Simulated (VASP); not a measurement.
Here is a VASP 6.6.1 calculation.

The input INCAR:

```
SYSTEM = Sn
ALGO = Normal
EDIFF = 1E-6
ENCUT = 520
GGA = PE
ISIF = 2
ISMEAR = -1
LASPH = .TRUE.
LCHARG = .FALSE.
LREAL = .FALSE.
LWAVE = .FALSE.
NBANDS = 13
NELM = 80
PREC = Accurate
SIGMA = 0.1
```

KPOINTS

```
k-points
0
G
  15 15 15
  0 0 0
```

File POSCAR:

```
Sn
1.0
   -1.9044394432      1.9044394432      1.9044394432
    1.9044394432     -1.9044394432      1.9044394432
    1.9044394432      1.9044394432     -1.9044394432
Sn
1
Direct
    0.0000000000      0.0000000000      0.0000000000
```

Potentials or basis: VASP PAW PBE potentials, release 64 (Sn_d).

Command:

```console
$ cat potpaw_PBE.64/Sn_d/POTCAR > POTCAR
$ mpirun -np 1 vasp_std > vasp.out
```

Q: Estimate the pressure.

A: -0.1 GPa.

Q: Estimate the band gap on the k mesh.

A: Zero (bands 7 and 8 overlap by 10.23 eV).

Caveat: spin-orbit coupling is left out, which moves the levels of the heavy elements.
